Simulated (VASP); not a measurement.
Wanted: the native input for a VASP 6.6.1 run.

| Quantity | Value |
| --- | --- |
| Task | single point |
| Functional | PBEsol |
| Potentials or basis | VASP PAW PBE potentials, release 64 (Ir) |
| Cutoff | 520 eV |
| k mesh | 8 × 8 × 8 |
| Occupations | gaussian, width 0.05 eV |
| Spin | no spin polarisation |
| Dipole correction | no |
| Further INCAR settings | ALGO = Normal; EDIFF = 1e-06; NBANDS = 10 |

The structure of Ir lies in POSCAR:

```
Ir
1.0
    0.0000000000      1.9174724462      1.9174724462
    1.9174724462      0.0000000000      1.9174724462
    1.9174724462      1.9174724462      0.0000000000
Ir
1
Direct
    0.0000000000      0.0000000000      0.0000000000
```

These files were run (other wordings do the same):

INCAR

```
SYSTEM = Ir
ALGO = Normal
EDIFF = 1E-6
ENCUT = 520
GGA = PS
ISIF = 2
ISMEAR = 0
LASPH = .TRUE.
LCHARG = .FALSE.
LREAL = .FALSE.
LWAVE = .FALSE.
NBANDS = 10
NELM = 60
PREC = Accurate
SIGMA = 0.05
```

KPOINTS

```
k-points
0
G
  8 8 8
  0 0 0
```

Potentials or basis: VASP PAW PBE potentials, release 64 (Ir).

Run with:

```bash
$ cat potpaw_PBE.64/Ir/POTCAR > POTCAR
$ mpirun -np 1 vasp_std > vasp.out
```

Results of the run:

- Pressure: 1.0 GPa

Caveat: the PAW data sets were made with another functional, which shifts forces and pressure a little.

It took 6.3 s on 1 thread of Intel(R) Xeon(R) Platinum 8259CL CPU @ 2.50GHz (Skylake/Cascade Lake), with other jobs on the host, peak memory 0.12 GiB.
